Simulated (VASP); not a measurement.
# CuSi16 (a cell with a defect) in VASP: notebook, part 2 of 3

VASP 6.6.1. The steps go on from the part before.

## 3. Single point, PBE

Contents of INCAR:

```
ALGO = Normal ; EDIFF = 1E-6
ENCUT = 520 ; GGA = PE
ISIF = 2 ; ISMEAR = -1
LASPH = T ; LCHARG = F
LREAL = Auto ; LWAVE = F
NBANDS = 52 ; NELECT = 74.0
NELM = 100 ; PREC = Accurate
SIGMA = 0.05
```

Contents of KPOINTS:

```
k-points
0
Gamma
  2 2 2
```

Contents of POSCAR:

```
CuSi16
1.0
    0.0000000000      5.4300000000      5.4300000000
    5.4300000000      0.0000000000      5.4300000000
    5.4300000000      5.4300000000      0.0000000000
Si Cu
16 1
Direct
    0.0131453039     -0.0031554328     -0.0073510129
    0.1172359116      0.1324650092      0.1252955801
    0.0134149171     -0.0030729282      0.4976233886
    0.1390642726      0.1201075506      0.6207397790
   -0.0382974217      0.5124303867      0.0129434622
    0.1173767035      0.6244656538      0.1250102210
    0.0134885820      0.4920721915      0.4973718232
    0.1174116022      0.6245924494      0.6332819521
    0.5051306630      0.0041553407     -0.0043774401
    0.6387282689      0.1185275322      0.1234487109
    0.5125515654     -0.0045504604      0.4964057090
    0.6389773481      0.1186721915      0.6197609576
    0.5050932781      0.4943367403     -0.0048518416
    0.5903842541      0.6357592081      0.1368647330
    0.5053859116      0.4945538674      0.5052286372
    0.6390377532      0.6224780847      0.6193979742
    0.3328032228      0.3880383978      0.8893258748
```

Potentials or basis: VASP PAW PBE potentials, release 64 (Si, Cu).

Run with:

```console
$ cat potpaw_PBE.64/Si/POTCAR potpaw_PBE.64/Cu/POTCAR > POTCAR
$ mpirun -np 1 vasp_std > vasp.out
```

OUTCAR:

```text
EDIFF = 1E-6
   ENCUT = 520
   GGA = PE
   ISIF = 2
   ISMEAR = -1
   LASPH = T
   LREAL = Auto
   NELECT = 74.0
   NELM = 100
   PREC = Accurate

 ion  position               nearest neighbor table
   1  0.013  0.997  0.993-   4 2.33   2 2.34   6 2.34  10 2.35
   2  0.117  0.132  0.125-   3 2.34   1 2.34   5 2.39   9 2.43  17 2.56
   3  0.013  0.997  0.498-   4 2.33   8 2.34   2 2.34  12 2.35
   4  0.139  0.120  0.621-   1 2.33   3 2.33   7 2.33  11 2.34
   5  0.962  0.512  0.013-  17 2.33  14 2.33   8 2.39   6 2.39   2 2.39
   6  0.117  0.624  0.125-   1 2.34   7 2.34   5 2.39  13 2.43  17 2.57
   7  0.013  0.492  0.497-   4 2.33   8 2.34   6 2.34  16 2.35
   8  0.117  0.625  0.633-   3 2.34   7 2.34   5 2.39  15 2.43  17 2.56
   9  0.505  0.004  0.996-  14 2.32  10 2.36  12 2.36  17 2.42   2 2.43
  10  0.639  0.119  0.123-  11 2.34   1 2.35   9 2.36  13 2.36  17 2.95
  11  0.513  0.995  0.496-  10 2.34  16 2.34  12 2.34   4 2.34
  12  0.639  0.119  0.620-  11 2.34   3 2.35   9 2.36  15 2.36  17 2.94
  13  0.505  0.494  0.995-  14 2.32  16 2.36  10 2.36  17 2.43   6 2.43
  14  0.590  0.636  0.137-  15 2.32   9 2.32  13 2.32   5 2.33
  15  0.505  0.495  0.505-  14 2.32  16 2.36  12 2.36  17 2.43   8 2.43
  16  0.639  0.622  0.619-  11 2.34   7 2.35  15 2.36  13 2.36  17 2.95
  17  0.333  0.388  0.889-   5 2.33   9 2.42  15 2.43  13 2.43   2 2.56   8 2.56   6 2.57  12 2.94
                            10 2.95  16 2.95

  LATTYP: Found a face centered cubic cell.
 ALAT       =    10.8600000000

  Lattice vectors:

 A1 = (   0.0000000000,   5.4300000000,   5.4300000000)
 A2 = (   5.4300000000,   0.0000000000,   5.4300000000)
 A3 = (   5.4300000000,   5.4300000000,   0.0000000000)

Analysis of symmetry for initial positions (statically):
=====================================================================
 Subroutine PRICEL returns:
 Original cell was already a primitive cell.
[... 151 lines left out ...]
   EFERMI_NEDOS =   21; number of points for ismear=-14 and -15
   IALGO  =     38    algorithm
   IMIX   =      4    mixing-type and parameters
     AMIX     =   0.40;   BMIX     =  1.00
     AMIX_MAG =   1.60;   BMIX_MAG =  1.00
  volume/ion in A,a.u.               =      18.84       127.11
  Fermi-wavevector in a.u.,A,eV,Ry     =   1.004636  1.898488 13.732283  1.009294
  Thomas-Fermi vector in A             =   2.137265
   LORBIT       =      0    0 simple, 1 ext, 2 COOP (PROOUT), +10 PAW based schemes
   GGA     = PE    functional components
[... 5 lines left out ...]
 non-spin polarized calculation
  energy-cutoff  :      520.00
  volume of cell :      320.21
 maximum number of plane-waves:      8646
 NGX is ok and might be reduce to    60
   NGX = 29   NGY = 29   NGZ = 29

 number of electron      74.0000003 magnetization

 Free energy of the ion-electron system (eV)
  ---------------------------------------------------
  ext. energy  EPLUGINS =         0.00000000
  ---------------------------------------------------
  free energy    TOTEN  =       -94.22201022 eV

  energy without entropy =      -94.21757309  energy(sigma->0) =      -94.21979166

 E-fermi :   6.3923     XC(G=0):  -9.6081

 val. band max:        6.1967971274   @ k =   0.0000   0.0000   0.0000
 cond. band min:       6.5537300221   @ k =   0.0000   0.0000   0.0000
 fundamental gap:      0.3569328947
 Fermi energy:         6.3922806614

 k-point     1 :       0.0000    0.0000    0.0000
  band No.  band energies     occupation
      1      -5.8949      2.00000
      2      -3.5495      2.00000
      3      -3.5045      2.00000
      4      -3.4722      2.00000
      5      -3.4718      2.00000
      6      -2.0442      2.00000
[... 405 lines left out ...]
     48      10.5033      0.00000
     49      10.5076      0.00000
 [bands above 49 left out]

------------------------ aborting loop because EDIFF is reached ----------------------------------------

  FORCE on cell =-STRESS in cart. coord.  units (eV):
  Direction    XX          YY          ZZ          XY          YZ          ZX
  --------------------------------------------------------------------------------------
  -------------------------------------------------------------------------------------
  Total       -1.7962241     -1.7829550     -1.7751846     -0.2290724      0.2074009     -0.2300349
  in kB       -8.9875562     -8.9211631     -8.8822831     -1.1461829      1.0377474     -1.1509987
  external PRESSURE =      -8.9303341 kB  Pullay stress =       0.0000000 kB

 VOLUME and BASIS-vectors are now :
 -----------------------------------------------------------------------------
  energy-cutoff  :      520.00
  volume of cell :      320.21
      direct lattice vectors                 reciprocal lattice vectors
     0.000000000  5.430000000  5.430000000    -0.092081031  0.092081031  0.092081031
     5.430000000  0.000000000  5.430000000     0.092081031 -0.092081031  0.092081031
     5.430000000  5.430000000  0.000000000     0.092081031  0.092081031 -0.092081031

 POSITION                                       TOTAL-FORCE (eV/Angst)
 -----------------------------------------------------------------------------------
     10.80295      5.46146      5.48425         0.004603      0.000813     -0.003816
      1.39964      1.31695      1.35588        -0.001272      0.001305     -0.001601
      8.11541      2.77494      5.48616         0.003492     -0.004398     -0.005393
      4.02280      4.12574      1.40730        -0.005335      0.002248      0.004579
      2.85278      5.29233      8.00454         0.010721     -0.001042     -0.012619
      4.06965      1.31616      4.02820         0.000204      0.001699      0.000725
[... 9 lines left out ...]
      6.74339      6.83331      6.85003        -0.001939      0.000115      0.002459
      6.93609      6.63616      3.91417        -0.010104      0.010358      0.012339
 -----------------------------------------------------------------------------------
    total drift:                                0.002385     -0.003353     -0.003940

  FREE ENERGIE OF THE ION-ELECTRON SYSTEM (eV)
  ---------------------------------------------------
  free  energy   TOTEN  =       -94.2220102212 eV

  energy  without entropy=      -94.2175730902  energy(sigma->0) =      -94.21979166
```

stdout:

```text
POSCAR found type information on POSCAR SiCu
 POSCAR found :  2 types and      17 ions
 scaLAPACK will be used
 LDA part: xc-table for (Slater+PW92), standard interpolation
 POSCAR, INCAR and KPOINTS ok, starting setup
 FFT: planning ... GRIDC
 FFT: planning ... GRID_SOFT
 FFT: planning ... GRID
 WAVECAR not read
 entering main loop
 the old and the new charge density differ
 old charge density:    75.00000 new   74.00000
    0.233E+01
```

Wall time 5 min (1 thread of AMD EPYC 9R45 (Zen 5), shared host); peak memory 0.46 GiB.

Results:

- Free energy: -94.2220 eV
- Largest force: 0.019 eV/Å

Forces on the atoms (eV/Å):
```
Si   0.005  0.001 -0.004
Si  -0.001  0.001 -0.002
Si   0.003 -0.004 -0.005
Si  -0.005  0.002  0.005
Si   0.011 -0.001 -0.013
Si   0.000  0.002  0.001
Si   0.005 -0.004 -0.004
Si  -0.010 -0.002  0.008
Si  -0.002  0.002 -0.007
Si  -0.002 -0.001  0.003
Si   0.004 -0.002 -0.003
Si  -0.001 -0.001  0.001
Si   0.009  0.003  0.002
Si  -0.004  0.004  0.005
Si   0.001 -0.009 -0.003
Si  -0.002  0.000  0.002
Cu  -0.010  0.010  0.012
```

Levels at points of the mesh, in eV from the Fermi level:
```tsv
k point	band 35	band 36	band 37	band 38	band 39	band 40
(0.00, 0.00, 0.00)	-0.66	-0.20	-0.20	0.16	0.60	0.60
(0.50, 0.00, 0.00)	-0.92	-0.73	-0.73	0.41	1.25	1.33
(0.00, 0.50, 0.00)	-0.85	-0.77	-0.69	0.57	1.08	1.28
(0.00, 0.00, 0.50)	-0.85	-0.77	-0.68	0.57	1.08	1.28
(0.50, 0.50, 0.50)	-0.85	-0.77	-0.68	0.57	1.08	1.28
(0.50, 0.50, 0.00)	-1.45	-1.42	-0.96	0.66	1.05	2.02
(0.00, 0.50, 0.50)	-1.45	-1.42	-0.97	0.66	1.05	2.02
(0.50, 0.00, 0.50)	-1.45	-1.42	-0.97	0.66	1.05	2.02
```

Caveat: the k points lie up to 0.50 Å⁻¹ apart; the cell carries a net charge on a neutralising background, which shifts energy and pressure; the cell is charged against a uniform background, so pressure and absolute levels hang on convention.

## 4. Single point, PBE

Contents of INCAR:

```
PREC = Accurate
ENCUT = 520
EDIFF = 1E-6
ISMEAR = -1
SIGMA = 0.05
LREAL = Auto
LASPH = T
NELM = 100
ALGO = Normal
ISIF = 2
LWAVE = F
LCHARG = F
GGA = PE
NBANDS = 52
NELECT = 74.0
```

Contents of KPOINTS:

```
Automatic mesh
0
Gamma
  2 2 2
```

Contents of POSCAR:

```
CuSi16
1.0
    0.0000000000      5.4300000000      5.4300000000
    5.4300000000      0.0000000000      5.4300000000
    5.4300000000      5.4300000000      0.0000000000
Si Cu
16 1
Direct
    0.0116069982      0.0061195212     -0.0243316759
    0.1190893186      0.1243279926      0.1215898711
    0.0050626151     -0.0012075506      0.4938068140
    0.1366302947      0.1291360037      0.6047354512
   -0.0277557090      0.5084934622      0.0102494475
    0.1191611418      0.6345088398      0.1214823204
    0.0051232965      0.5019837017      0.4936934622
    0.1111271639      0.6263588398      0.6357395028
    0.5077478821     -0.0145176796      0.0000243094
    0.6383055249      0.1227508287      0.1156607735
    0.5103704420      0.0004761510      0.4882695212
    0.6313299263      0.1143755985      0.6261131676
    0.5078378453      0.5062290055     -0.0001194291
    0.6010313076      0.6171935543      0.1639869245
    0.4876916206      0.4879643646      0.5359139042
    0.6313888582      0.6277693370      0.6259790976
    0.3384839779      0.3487419890      0.9634955801
```

Run with:

```console
$ cat potpaw_PBE.64/Si/POTCAR potpaw_PBE.64/Cu/POTCAR > POTCAR
$ mpirun -np 1 vasp_std > vasp.out
```

It took 4.7 min on 1 thread of AMD EPYC 9R45 (Zen 5), shared host; peak memory 0.45 GiB.

Results (log left out):

- Free energy: -94.2258 eV
- Largest force: 0.047 eV/Å

Forces in eV/Å, atoms in the order of the input:
```
Si   0.003  0.006 -0.002
Si  -0.006  0.000 -0.040
Si   0.000 -0.028  0.001
Si  -0.004 -0.024  0.004
Si  -0.004 -0.023  0.005
Si   0.040  0.000  0.006
Si  -0.001 -0.029 -0.001
Si  -0.015  0.025  0.015
Si  -0.019  0.032 -0.023
Si   0.013  0.025 -0.012
Si   0.015 -0.022 -0.016
Si   0.012  0.012 -0.021
Si   0.024  0.032  0.018
Si  -0.032  0.011  0.032
Si  -0.019 -0.009  0.020
Si   0.020  0.012 -0.012
Cu  -0.027 -0.020  0.026
```

Levels at points of the mesh, in eV from the Fermi level:
```
           k point  band 35  band 36  band 37  band 38  band 39  band 40
(0.00, 0.00, 0.00)    -0.64    -0.19    -0.06     0.05     0.37     0.58
(0.50, 0.00, 0.00)    -0.90    -0.88    -0.80     0.49     1.16     1.23
(0.00, 0.50, 0.00)    -0.91    -0.86    -0.76     0.55     1.11     1.24
(0.00, 0.00, 0.50)    -0.90    -0.64    -0.53     0.51     0.99     1.32
(0.50, 0.50, 0.50)    -0.91    -0.86    -0.76     0.55     1.11     1.24
(0.50, 0.50, 0.00)    -1.48    -1.44    -1.10     0.65     0.97     1.93
(0.00, 0.50, 0.50)    -1.48    -1.44    -1.10     0.65     0.97     1.93
(0.50, 0.00, 0.50)    -1.51    -1.42    -1.13     0.67     0.97     1.93
```

Caveat: the k points lie up to 0.50 Å⁻¹ apart; the cell carries a net charge on a neutralising background, which shifts energy and pressure; the cell is charged against a uniform background, so pressure and absolute levels hang on convention.

[end of part 2 of 3]
